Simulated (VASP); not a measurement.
AlN (wurtzite to rock salt path), 4 atoms in the cell. Symmetry: P6_3mc, No. 186, hexagonal system. Conventional cell: a = 3.068 Å, b = 3.068 Å, c = 4.908 Å, α = 90.00°, β = 90.00°, γ = 120.00°. Al (site symmetry 3m) has 4 N at 1.86 to 1.87 Å within 2.5 Å. Within 2.5 Å of N (site symmetry 3m) lie 4 Al at 1.86 to 1.87 Å. 

* Program: VASP 6.6.1
* Task: relaxation of volume and atoms at fixed shape
* Functional: PBE
* Potentials or basis: VASP PAW PBE potentials, release 64 (Al, N)
* Cutoff: 600 eV
* k mesh: 9 × 9 × 7
* Occupations: gaussian, width 0.01 eV
* Spin: no spin polarisation
* Target pressure: 20 GPa
* Dipole correction: no
* Further INCAR settings: ALGO = Normal; EDIFF = 1e-06; IBRION = 2; EDIFFG = -0.01; NSW = 70; ISIF = 8

Potentials or basis: VASP PAW PBE potentials, release 64 (Al, N).

Command:

```sh
$ cat potpaw_PBE.64/Al/POTCAR potpaw_PBE.64/N/POTCAR > POTCAR
$ mpirun -np 1 vasp_std > vasp.out
```

Hardware: 1 thread of Intel Xeon 8259CL, on a shared host.

**Question.** Estimate the wall time of this run.

**Answer.** Run time: 4.3 min on 1 thread of Intel Xeon 8259CL, with other jobs on the host, peak memory 0.21 GiB. Counts: scf iterations 35, k points 100, ion steps 5.
